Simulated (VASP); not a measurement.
Write the native input for VASP 6.6.1 that does the following.

```
Task                   : relaxation of cell and atoms
Functional             : LDA
Potentials or basis    : VASP PAW LDA potentials, release 64 (Mo_sv)
Cutoff                 : 600 eV
k mesh                 : 16 × 16 × 9
Occupations            : fermi-dirac, width 0.05 eV
Spin                   : no spin polarisation
Target pressure        : 6.5 GPa
Dipole correction      : no
Further INCAR settings : ALGO = Normal; EDIFF = 1e-06; IBRION = 2; EDIFFG = -0.005; NSW = 32; ISIF = 3
```

The structure of Mo lies in POSCAR:

```
Mo
1.0
    2.6968014859      0.0000000000      0.0000000000
   -1.3484007429      2.3354985958      0.0000000000
    0.0000000000      0.0000000000      4.7512546419
Mo
2
Direct
    0.3333333333      0.6666666667      0.2500000000
    0.6666666667      0.3333333333      0.7500000000
```

One way to write it, as run:

INCAR

```
SYSTEM = Mo
ALGO = Normal
EDIFF = 1E-6
EDIFFG = -0.005
ENCUT = 600
GGA = CA
IBRION = 2
ISIF = 3
ISMEAR = -1
LASPH = .True.
LCHARG = .False.
LREAL = .False.
LWAVE = .False.
NELM = 100
NSW = 32
PREC = Accurate
PSTRESS = 65.0
SIGMA = 0.05
```

KPOINTS

```
k-points
0
Gamma
  16 16 9
  0 0 0
```

Potentials or basis: VASP PAW LDA potentials, release 64 (Mo_sv).

Run with:

```bash
$ cat potpaw_LDA.64/Mo_sv/POTCAR > POTCAR
$ mpirun -np 1 vasp_std > vasp.out
```

It gave:

- Relaxed volume: 15.02 Å³/atom
- Relaxed cell: a = 2.701 Å, b = 2.701 Å, c = 4.757 Å, α = 90.00°, β = 90.00°, γ = 120.00°
- Space group after relaxing (to 0.05 Å): P6_3/mmc (No. 194)
- Energy change on relaxing (the enthalpy is what falls): -2.6 meV/atom
- Ionic steps: 3
- Pressure after relaxing: 6.5 GPa
- Band gap on the k mesh: zero (band 14 reaches 14.28 eV, above the bottom of band 15 at 12.12 eV)

Caveat: the cell is relaxed towards a set pressure, so the enthalpy falls and the energy may rise.

Run time: 84 s on 1 thread of Intel Xeon 6975P-C (shared host), peak memory 0.21 GiB.
